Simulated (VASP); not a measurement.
# BeTe (F-43m) in VASP: a series of runs

BeTe is run at these levels: LDA; tasks: relaxation of cell and atoms, single point.

All numbers are computed with VASP 6.6.1; they aren't measurements. Logs are shortened: lines on timing, memory, paths and dates and some standing lists are left out, and cuts for length are marked.

**1. The cell of the first run**

It takes space group F-43m (No. 216, cubic). The conventional cell has a = 5.554 Å, b = 5.554 Å, c = 5.554 Å, α = 90.00°, β = 90.00°, γ = 90.00°. Be (site symmetry -43m) has 4 Te at 2.41 Å within 3.2 Å. Te (site symmetry -43m) has 4 Be at 2.41 Å within 3.2 Å.

**2. Relaxation of cell and atoms, LDA, target pressure 15 GPa, at which the enthalpy is minimised**

INCAR reads:

```
  PREC = Accurate
  ENCUT = 600
  EDIFF = 1E-7
  ISMEAR = 0
  SIGMA = 0.01
  LREAL = False
  LASPH = True
  NELM = 80
  ALGO = Normal
  ISIF = 3
  LWAVE = False
  LCHARG = False
  GGA = CA
  IBRION = 2
  NSW = 100
  EDIFFG = -0.002
  PSTRESS = 150.0
```

KPOINTS reads:

```
regular mesh
0
Gamma
  8 8 8
```

POSCAR reads:

```
BeTe
1.0
    0.0000000000      2.7772235934      2.7772235934
    2.7772235934      0.0000000000      2.7772235934
    2.7772235934      2.7772235934      0.0000000000
Be Te
1 1
Direct
    0.0000000000      0.0000000000      0.0000000000
    0.7500000000      0.7500000000      0.7500000000
```

Potentials or basis: VASP PAW LDA potentials, release 64 (Be, Te).

Launch:

```bash
$ cat potpaw_LDA.64/Be/POTCAR potpaw_LDA.64/Te/POTCAR > POTCAR
$ mpirun -np 1 vasp_std > vasp.out
```

OUTCAR:

```text
PREC = Accurate
   ENCUT = 600
   EDIFF = 1E-7
   ISMEAR = 0
   LREAL = False
   LASPH = True
   NELM = 80
   ISIF = 3
   GGA = CA
   IBRION = 2
   NSW = 100
   EDIFFG = -0.002
   PSTRESS = 150.0

 ion  position               nearest neighbor table
   1  0.000  0.000  0.000-   2 2.41   2 2.41   2 2.41   2 2.41
   2  0.750  0.750  0.750-   1 2.41   1 2.41   1 2.41   1 2.41

  LATTYP: Found a face centered cubic cell.
 ALAT       =     5.5544471868

  Lattice vectors:

 A1 = (   0.0000000000,   2.7772235934,   2.7772235934)
 A2 = (   2.7772235934,   0.0000000000,   2.7772235934)
 A3 = (   2.7772235934,   2.7772235934,   0.0000000000)

Analysis of symmetry for initial positions (statically):
=====================================================================
 Subroutine PRICEL returns:
 Original cell was already a primitive cell.

 Routine SETGRP: Setting up the symmetry group for a
 face centered cubic supercell.

 Subroutine GETGRP returns: Found 24 space group operations
 (whereof 24 operations were pure point group operations)
 out of a pool of 48 trial point group operations.

The static configuration has the point symmetry T_d .

Analysis of symmetry for dynamics (positions and initial velocities):
=====================================================================
 Subroutine PRICEL returns:
 Original cell was already a primitive cell.

 Routine SETGRP: Setting up the symmetry group for a
 face centered cubic supercell.

 Subroutine GETGRP returns: Found 24 space group operations
 (whereof 24 operations were pure point group operations)
 out of a pool of 48 trial point group operations.

The dynamic configuration has the point symmetry T_d .

 Subroutine INISYM returns: Found 24 space group operations
 (whereof 24 operations are pure point group operations),
 and found     1 'primitive' translations

----------------------------------------------------------------------------------------

                                     Primitive cell

  volume of cell :      42.8413

  direct lattice vectors                    reciprocal lattice vectors
     0.000000000  2.777223593  2.777223593    -0.180035918  0.180035918  0.180035918
     2.777223593  0.000000000  2.777223593     0.180035918 -0.180035918  0.180035918
     2.777223593  2.777223593  0.000000000     0.180035918  0.180035918 -0.180035918

  length of vectors
     3.927587272  3.927587272  3.927587272     0.311831358  0.311831358  0.311831358

  position of ions in fractional coordinates (direct lattice)
     0.000000000  0.000000000  0.000000000
     0.750000000  0.750000000  0.750000000

  ion indices of the primitive-cell ions
   primitive index   ion index
                 1           1
                 2           2

----------------------------------------------------------------------------------------

 KPOINTS: regular mesh

Automatic generation of k-mesh.
 Grid dimensions read from file:
 generate k-points for:    8    8    8

 Generating k-lattice:

  Cartesian coordinates                     Fractional coordinates (reciprocal lattice)
    -0.022504490  0.022504490  0.022504490     0.125000000  0.000000000  0.000000000
     0.022504490 -0.022504490  0.022504490     0.000000000  0.125000000  0.000000000
     0.022504490  0.022504490 -0.022504490     0.000000000  0.000000000  0.125000000

  Length of vectors
     0.038978920  0.038978920  0.038978920

  Shift w.r.t. Gamma in fractional coordinates (k-lattice)
     0.000000000  0.000000000  0.000000000

 Subroutine IBZKPT returns following result:
 ===========================================

 Found     29 irreducible k-points:

 Following reciprocal coordinates:
            Coordinates               Weight
  0.000000  0.000000  0.000000      1.000000
  0.125000  0.000000  0.000000      8.000000
  0.250000  0.000000  0.000000      8.000000
  0.375000  0.000000  0.000000      8.000000
  0.500000  0.000000  0.000000      4.000000
  0.125000  0.125000  0.000000      6.000000
[... 16 lines left out ...]
  0.500000  0.250000  0.125000     48.000000
 -0.375000  0.250000  0.125000     24.000000
 [... further k-points ...]
   k-points           NKPTS =     29   k-points in BZ     NKDIM =     29   number of bands    NBANDS=      8
   number of dos      NEDOS =    301   number of ions     NIONS =      2
   total plane-waves  NPLWV =  32768
   dimension x,y,z NGX =    32 NGY =   32 NGZ =   32
   dimension x,y,z NGXF=    64 NGYF=   64 NGZF=   64
   ions per type =               1   1
   NGX,Y,Z   is equivalent  to a cutoff of  13.54, 13.54, 13.54 a.u.
   NGXF,Y,Z  is equivalent  to a cutoff of  27.09, 27.09, 27.09 a.u.
 SYSTEM =  unknown system
   PREC   = accura    normal or accurate (medium, high low for compatibility)
   ISTART =      0    job   : 0-new  1-cont  2-samecut
   ICHARG =      2    charge: 1-file 2-atom 10-const
   ISPIN  =      1    spin polarized calculation?
   LNONCOLLINEAR =      F non collinear calculations
   LSORBIT =      F    spin-orbit coupling
   LASPH  =      T    aspherical Exc in radial PAW
   ENCUT  =  600.0 eV  44.10 Ry    6.64 a.u.   7.84  7.84  7.84*2*pi/ulx,y,z
   NELM   =     80;   NELMIN=  2; NELMDL= -5     # of ELM steps
   EDIFF  = 0.1E-06   stopping-criterion for ELM
   LREAL  =      F    real-space projection
   EDIFFG = -.2E-02   stopping-criterion for IOM
   NSW    =    100    number of steps for IOM
   IBRION =      2    ionic relax: 0-MD 1-quasi-New 2-CG
   NFREE  =      1    steps in history (QN), initial steepest desc. (CG)
   ISIF   =      3    stress and relaxation
   ISYM   =      2    0-nonsym 1-usesym 2-fastsym
   POTIM  = 0.5000    time-step for ionic-motion
   TEBEG  =    0.0;   TEEND  =   0.0 temperature during run
   PSTRESS=  150.0 pullay stress
   NELECT =       8.0000    total number of electrons
   NUPDOWN=      -1.0000    fix difference up-down
   EMIN   =  10.00;   EMAX   =-10.00  energy-range for DOS
   EFERMI =   0.00;   METHOD = LEGACY
   ISMEAR =     0;   SIGMA  =   0.01  broadening in eV -4-tet -1-fermi 0-gaus
   EFERMI_NEDOS =   21; number of points for ismear=-14 and -15
   IALGO  =     38    algorithm
   IMIX   =      4    mixing-type and parameters
     AMIX     =   0.40;   BMIX     =  1.00
     AMIX_MAG =   1.60;   BMIX_MAG =  1.00
  volume/ion in A,a.u.               =      21.42       144.55
  Fermi-wavevector in a.u.,A,eV,Ry     =   0.935730  1.768274 11.913139  0.875591
  Thomas-Fermi vector in A             =   2.062667
   LORBIT       =      0    0 simple, 1 ext, 2 COOP (PROOUT), +10 PAW based schemes
   GGA     = CA    functional components
   LHFCALC =     F    Hartree Fock is set to
   AEXX    =    0.0000 exact exchange contribution
   IVDW    =     0    specifies the selected vdW correction
   LEPSILON=     F    determine dielectric tensor
   LRPA    =     F    only Hartree local field effects (RPA)
 conjugate gradient relaxation of ions
 non-spin polarized calculation
 Gauss-broadening in eV      SIGMA  =   0.01
  energy-cutoff  :      600.00
  volume of cell :       42.84
 maximum number of plane-waves:      1459
   NGX = 15   NGY = 15   NGZ = 15

--------------------------------------- Ionic step        1  -------------------------------------------

 number of electron       8.0000000 magnetization

 Free energy of the ion-electron system (eV)
  ---------------------------------------------------
  ext. energy  EPLUGINS =         0.00000000
  ---------------------------------------------------
  free energy    TOTEN  =        -8.72654731 eV

  energy without entropy =       -8.72654731  energy(sigma->0) =       -8.72654731

 E-fermi :   5.4701     XC(G=0):  -9.4316

 val. band max:        5.4191701419   @ k =   0.0000   0.0000   0.0000
 cond. band min:       7.1889962453   @ k =   0.5000   0.5000   0.0000
 fundamental gap:      1.7698261034
 Fermi energy:         5.4701194655

 k-point     1 :       0.0000    0.0000    0.0000
  band No.  band energies     occupation
      1      -7.1786      2.00000
      2       5.4192      2.00000
      3       5.4192      2.00000
      4       5.4192      2.00000
      5       8.9683      0.00000
      6       8.9683      0.00000
      7       8.9683      0.00000
      8       9.4507      0.00000

 k-point     2 :       0.1250    0.0000    0.0000
  band No.  band energies     occupation
      1      -7.0228      2.00000
      2       4.0463      2.00000
      3       5.1655      2.00000
      4       5.1655      2.00000
      5       8.9743      0.00000
      6       9.3308      0.00000
      7       9.3308      0.00000
      8      10.7118      0.00000
[... 385 lines left out ...]
  FREE ENERGIE OF THE ION-ELECTRON SYSTEM (eV)
  ---------------------------------------------------
  free  energy   TOTEN  =        -8.4546616609 eV

  energy  without entropy=       -8.4546616609  energy(sigma->0) =       -8.45466166

  enthalpy is  TOTEN    =        -5.0513128336 eV   P V=        3.4033488273

--------------------------------------- Ionic step        5  -------------------------------------------

 number of electron       8.0000000 magnetization

 Free energy of the ion-electron system (eV)
  ---------------------------------------------------
  ext. energy  EPLUGINS =         0.00000000
  ---------------------------------------------------
  free energy    TOTEN  =        -8.45560381 eV

  energy without entropy =       -8.45560381  energy(sigma->0) =       -8.45560381

 E-fermi :   7.6120     XC(G=0): -10.0877

 val. band max:        7.5182741484   @ k =   0.0000   0.0000   0.0000
 cond. band min:       8.8306684285   @ k =   0.5000   0.5000   0.0000
 fundamental gap:      1.3123942801
 Fermi energy:         7.6120310846

 k-point     1 :       0.0000    0.0000    0.0000
  band No.  band energies     occupation
      1      -6.3427      2.00000
      2       7.5183      2.00000
      3       7.5183      2.00000
      4       7.5183      2.00000
      5      10.8717      0.00000
      6      10.8717      0.00000
      7      10.8717      0.00000
      8      12.8711      0.00000

 k-point     2 :       0.1250    0.0000    0.0000
  band No.  band energies     occupation
      1      -6.1493      2.00000
      2       5.8891      2.00000
      3       7.1728      2.00000
      4       7.1728      2.00000
      5      11.2206      0.00000
      6      11.3347      0.00000
      7      11.3347      0.00000
      8      13.9912      0.00000
[... 264 lines left out ...]
 POSITION                                       TOTAL-FORCE (eV/Angst)
 -----------------------------------------------------------------------------------
      0.00000      0.00000      0.00000        -0.000000     -0.000000     -0.000000
      3.94424      3.94424      3.94424         0.000000      0.000000      0.000000
 -----------------------------------------------------------------------------------
    total drift:                               -0.000000     -0.000000     -0.000000

  FREE ENERGIE OF THE ION-ELECTRON SYSTEM (eV)
  ---------------------------------------------------
  free  energy   TOTEN  =        -8.4556038105 eV

  energy  without entropy=       -8.4556038105  energy(sigma->0) =       -8.45560381

  enthalpy is  TOTEN    =        -5.0513131372 eV   P V=        3.4042906733

 reached required accuracy - stopping structural energy minimisation
```

It took 13 s on 1 thread of Intel Xeon 6975P-C (Granite Rapids), shared host; peak memory 0.16 GiB.

What came out:

| Item | Value |
| --- | --- |
| Free energy | -8.4556 eV |
| Relaxed volume | 18.18 Å³/atom |
| Relaxed cell | a = 3.719 Å, b = 3.719 Å, c = 3.719 Å, α = 60.00°, β = 60.00°, γ = 60.00° |
| Space group after relaxing (to 0.05 Å) | F-43m (No. 216) |
| Energy change on relaxing (the enthalpy is what falls) | +135.5 meV/atom |
| Ionic steps | 5 |
| Pressure after relaxing | 15.0 GPa |
| Band gap on the k mesh | 1.31 eV, indirect (least direct gap 3.35 eV) |

Step by step:
```
step  energy change (eV)  largest force (eV/Å)  pressure (GPa)  volume (Å³)
   1              0.0000                0.0000            0.28        42.84
   2              0.9649                0.0000           35.29        31.76
   3              0.2607                0.0000           14.64        36.47
   4              0.2719                0.0000           15.02        36.35
   5              0.2709                0.0000           14.99        36.36
```

Final structure:
```
Be Te
1.0
     0.00000    2.62949    2.62949
     2.62949    0.00000    2.62949
     2.62949    2.62949    0.00000
Be Te
1 1
Cartesian
  0.0000 0.0000 0.0000
  3.9442 3.9442 3.9442
```

Caveat: the cell is relaxed towards a set pressure, so the enthalpy falls and the energy may rise; the volume moved by over 15 % at a fixed basis, so the end points are rough; spin-orbit coupling is left out, which moves the levels of the heavy elements.

**3. Single point, LDA**

INCAR reads:

```
SYSTEM = BeTe
PREC = Accurate
ENCUT = 520
EDIFF = 1E-6
ISMEAR = -1
SIGMA = 0.08
LREAL = .False.
LASPH = .True.
NELM = 100
ALGO = Normal
ISIF = 2
LWAVE = .False.
LCHARG = .True.
LELF = .True.
LVHAR = .True.
NBANDS = 11
```

KPOINTS reads:

```
Automatic mesh
0
Gamma
  16 16 16
  0 0 0
```

POSCAR is that of step 2.

Potentials or basis: VASP PAW LDA potentials, release 64 (Be, Te).

Launch:

```bash
$ cat potpaw_LDA.64/Be/POTCAR potpaw_LDA.64/Te/POTCAR > POTCAR
$ mpirun -np 1 vasp_std > vasp.out
```

It took 24 s on 1 thread of Intel Xeon 6975P-C (Granite Rapids), shared host; peak memory 0.2 GiB.

The run converged. Its results:

| Property | Result |
| --- | --- |
| Free energy | -8.7272 eV |
| Pressure | 0.3 GPa |
| Band gap on the k mesh | 1.77 eV, indirect (least direct gap 3.55 eV) |

Levels at points of the mesh, in eV from the valence-band top:
| k point | band 1 | band 2 | band 3 | band 4 | band 5 | band 6 | band 7 | band 8 | band 9 |
| --- | --- | --- | --- | --- | --- | --- | --- | --- | --- |
| (0.00, 0.00, 0.00) | -12.60 | 0.00 | 0.00 | 0.00 | 3.55 | 3.55 | 3.55 | 4.03 | 8.24 |
| (0.50, 0.00, 0.00) | -11.16 | -5.80 | -1.20 | -1.20 | 3.17 | 4.54 | 4.54 | 7.63 | 10.93 |
| (0.50, 0.50, 0.00) | -10.64 | -5.30 | -2.80 | -2.80 | 1.77 | 2.59 | 9.86 | 9.86 | 11.61 |

Caveat: spin-orbit coupling is left out, which moves the levels of the heavy elements.
